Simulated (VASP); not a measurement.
# MgO (P3m1) in VASP: single point with LDA

Aim: the single point of MgO with LDA.

Program: VASP 6.6.1. These are calculated values, not measurements. Logs are shortened: lines on timing, memory, paths and dates and some standing lists are left out, and cuts for length are marked.

## 1. The cell of the first run

Symmetry: P3m1, No. 156, trigonal system. The conventional cell has a = 2.938 Å, b = 2.938 Å, c = 2.680 Å, α = 90.00°, β = 90.00°, γ = 120.00°. Within 2.8 Å of Mg (site symmetry 3m) lie 6 O at 2.12 to 2.21 Å and 2 Mg at 2.68 Å. O (site symmetry 3m) has 6 Mg at 2.12 to 2.21 Å and 2 O at 2.68 Å within 2.8 Å.

## 2. Single point, LDA

Input file INCAR:

```
SYSTEM = MgO
  ALGO = Normal
  EDIFF = 1E-6
  ENCUT = 840
  GGA_COMPAT = .False.
  ISIF = 2
  ISMEAR = 0
  LASPH = .True.
  LCHARG = .True.
  LELF = .True.
  LREAL = .False.
  LVHAR = .True.
  LWAVE = .False.
  NBANDS = 15
  NELM = 120
  PREC = Accurate
  SIGMA = 0.05
```

Input file KPOINTS:

```
k-points
0
Gamma
  9 9 8
  0 0 0
```

Input file POSCAR:

```
MgO
1.0
    2.9380209034      0.0000000000      0.0000000000
   -1.4690104517      2.5444007392      0.0000000000
    0.0000000000      0.0000000000      2.6796800000
Mg O
1 1
Direct
    0.0000000000      0.0000000000      0.0000000000
    0.3333333333      0.6666666667      0.4720115835
```

Potentials or basis: VASP PAW LDA potentials, release 64 (Mg_sv, O).

The run is started by

```console
> cat potpaw_LDA.64/Mg_sv/POTCAR potpaw_LDA.64/O/POTCAR > POTCAR
> mpirun -np 1 vasp_std > vasp.out
```

OUTCAR:

```text
SYSTEM = MgO
   EDIFF = 1E-6
   ENCUT = 840
   ISIF = 2
   ISMEAR = 0
   LASPH = .True.
   LREAL = .False.
   NELM = 120
   PREC = Accurate

 ion  position               nearest neighbor table
   1  0.000  0.000  0.000-   2 2.12   2 2.12   2 2.12
   2  0.333  0.667  0.472-   1 2.12   1 2.12   1 2.12

  LATTYP: Found a hexagonal cell.
 ALAT       =     2.9380209034
 C/A-ratio  =     0.9120697531

  Lattice vectors:

 A1 = (   2.9380209034,   0.0000000000,   0.0000000000)
 A2 = (  -1.4690104517,   2.5444007392,   0.0000000000)
 A3 = (   0.0000000000,   0.0000000000,   2.6796800000)

Analysis of symmetry for initial positions (statically):
=====================================================================
 Subroutine PRICEL returns:
 Original cell was already a primitive cell.

 Routine SETGRP: Setting up the symmetry group for a
 hexagonal supercell.

 Subroutine GETGRP returns: Found  6 space group operations
 (whereof  6 operations were pure point group operations)
 out of a pool of 24 trial point group operations.

The static configuration has the point symmetry C_3v.

Analysis of symmetry for dynamics (positions and initial velocities):
=====================================================================
 Subroutine PRICEL returns:
 Original cell was already a primitive cell.

 Routine SETGRP: Setting up the symmetry group for a
 hexagonal supercell.

 Subroutine GETGRP returns: Found  6 space group operations
 (whereof  6 operations were pure point group operations)
 out of a pool of 24 trial point group operations.

The dynamic configuration has the point symmetry C_3v.

 Subroutine INISYM returns: Found  6 space group operations
 (whereof  6 operations are pure point group operations),
 and found     1 'primitive' translations

----------------------------------------------------------------------------------------

                                     Primitive cell

  volume of cell :      20.0320

  direct lattice vectors                    reciprocal lattice vectors
     2.938020903  0.000000000  0.000000000     0.340365175  0.196509926  0.000000000
    -1.469010452  2.544400739  0.000000000     0.000000000  0.393019851  0.000000000
     0.000000000  0.000000000  2.679680000     0.000000000  0.000000000  0.373178887

  length of vectors
     2.938020903  2.938020903  2.679680000     0.393019851  0.393019851  0.373178887

  position of ions in fractional coordinates (direct lattice)
     0.000000000  0.000000000  0.000000000
     0.333333333  0.666666667  0.472011583

  ion indices of the primitive-cell ions
[... 86 lines left out ...]
   NELECT =      16.0000    total number of electrons
   NUPDOWN=      -1.0000    fix difference up-down
   EMIN   =  10.00;   EMAX   =-10.00  energy-range for DOS
   EFERMI =   0.00;   METHOD = LEGACY
   ISMEAR =     0;   SIGMA  =   0.05  broadening in eV -4-tet -1-fermi 0-gaus
   EFERMI_NEDOS =   21; number of points for ismear=-14 and -15
   IALGO  =     38    algorithm
   IMIX   =      4    mixing-type and parameters
     AMIX     =   0.40;   BMIX     =  1.00
     AMIX_MAG =   1.60;   BMIX_MAG =  1.00
  volume/ion in A,a.u.               =      10.02        67.59
  Fermi-wavevector in a.u.,A,eV,Ry     =   1.518939  2.870379 31.391038  2.307176
  Thomas-Fermi vector in A             =   2.627992
   LORBIT       =      0    0 simple, 1 ext, 2 COOP (PROOUT), +10 PAW based schemes
   GGA     = CA    functional components
   LHFCALC =     F    Hartree Fock is set to
   AEXX    =    0.0000 exact exchange contribution
   IVDW    =     0    specifies the selected vdW correction
   LEPSILON=     F    determine dielectric tensor
   LRPA    =     F    only Hartree local field effects (RPA)
 non-spin polarized calculation
 Gauss-broadening in eV      SIGMA  =   0.05
  energy-cutoff  :      840.00
  volume of cell :       20.03
 maximum number of plane-waves:      1135
   NGX = 13   NGY = 13   NGZ = 13

 number of electron      16.0000009 magnetization

 Free energy of the ion-electron system (eV)
  ---------------------------------------------------
  ext. energy  EPLUGINS =         0.00000000
  ---------------------------------------------------
  free energy    TOTEN  =       -12.49043198 eV

  energy without entropy =      -12.49043198  energy(sigma->0) =      -12.49043198

 E-fermi :   3.0469     XC(G=0): -11.5470

 val. band max:        2.7124667204   @ k =   0.3333   0.3333   0.0000
 cond. band min:       5.6649171853   @ k =   0.0000   0.0000   0.0000
 fundamental gap:      2.9524504649
 Fermi energy:         3.0468706157

 k-point     1 :       0.0000    0.0000    0.0000
  band No.  band energies     occupation
      1     -69.6602      2.00000
      2     -37.1331      2.00000
      3     -37.1331      2.00000
      4     -37.0793      2.00000
      5     -14.4435      2.00000
      6       2.0924      2.00000
      7       2.0924      2.00000
      8       2.3004      2.00000
      9       5.6649      0.00000
     10      14.3797      0.00000
     11      18.0169      0.00000
     12      18.0169      0.00000
     13      22.0353      0.00000
     14      23.6611      0.00000
[... 401 lines left out ...]
      2     -37.1759      2.00000
      3     -37.1447      2.00000
      4     -37.0909      2.00000
      5     -13.6593      2.00000
      6      -0.7230      2.00000
      7       1.4435      2.00000
      8       1.7663      2.00000
      9       8.9911      0.00000
     10      13.2847      0.00000
     11      16.7493      0.00000
     12      18.6403      0.00000
     13      21.1874      0.00000
     14      23.3867      0.00000
     15      26.4267      0.00000

 [... further k-points ...]

------------------------ aborting loop because EDIFF is reached ----------------------------------------

  FORCE on cell =-STRESS in cart. coord.  units (eV):
  Direction    XX          YY          ZZ          XY          YZ          ZX
  --------------------------------------------------------------------------------------
  -------------------------------------------------------------------------------------
  Total       -1.0312384     -1.0312384     -1.1466931     -0.0000000     -0.0000000      0.0000000
  in kB      -82.4795579    -82.4795579    -91.7137485     -0.0000000     -0.0000000      0.0000000
  external PRESSURE =     -85.5576214 kB  Pullay stress =       0.0000000 kB

 VOLUME and BASIS-vectors are now :
 -----------------------------------------------------------------------------
  energy-cutoff  :      840.00
  volume of cell :       20.03
      direct lattice vectors                 reciprocal lattice vectors
     2.938020903  0.000000000  0.000000000     0.340365175  0.196509926  0.000000000
    -1.469010452  2.544400739  0.000000000     0.000000000  0.393019851  0.000000000
     0.000000000  0.000000000  2.679680000     0.000000000  0.000000000  0.373178887

 POSITION                                       TOTAL-FORCE (eV/Angst)
 -----------------------------------------------------------------------------------
      0.00000      0.00000      0.00000        -0.000000      0.000000     -0.224848
     -0.00000      1.69627      1.26484         0.000000      0.000000      0.224848
 -----------------------------------------------------------------------------------
    total drift:                               -0.000000      0.000000      0.000808

  FREE ENERGIE OF THE ION-ELECTRON SYSTEM (eV)
  ---------------------------------------------------
  free  energy   TOTEN  =       -12.4904319790 eV

  energy  without entropy=      -12.4904319790  energy(sigma->0) =      -12.49043198
```

It took 15 s on 1 thread of Intel Xeon 6975P-C (Granite Rapids), shared host; peak memory 0.17 GiB.

What came out:

| Property | Result |
| --- | --- |
| Free energy | -12.4904 eV |
| Pressure | -8.6 GPa |
| Largest force | 0.225 eV/Å |
| Band gap on the k mesh | 2.95 eV (least direct gap 3.36 eV) |

Forces in eV/Å, atoms in the order of the input:
```
Mg   0.000  0.000 -0.225
O    0.000  0.000  0.225
```

Stress tensor (GPa, compression positive):
```
-8.25  0.00  0.00
 0.00 -8.25  0.00
 0.00  0.00 -9.17
```

Levels at points of the mesh, in eV from the valence-band top:
```tsv
k point	band 4	band 5	band 6	band 7	band 8	band 9	band 10	band 11	band 12	band 13
(0.00, 0.00, 0.00)	-39.79	-17.16	-0.62	-0.62	-0.41	2.95	11.67	15.30	15.30	19.32
(0.00, 0.00, 0.50)	-39.83	-16.01	-5.41	-0.11	-0.11	8.15	8.88	17.30	17.30	18.28
```

Caveat: the cell differs from its parent crystal (all O atoms moved +0.075 Å, as atom 2 towards its neighbour atom 2 (O) at 2.680 Å); the cell stands under tension. A k mesh can miss the band edges.
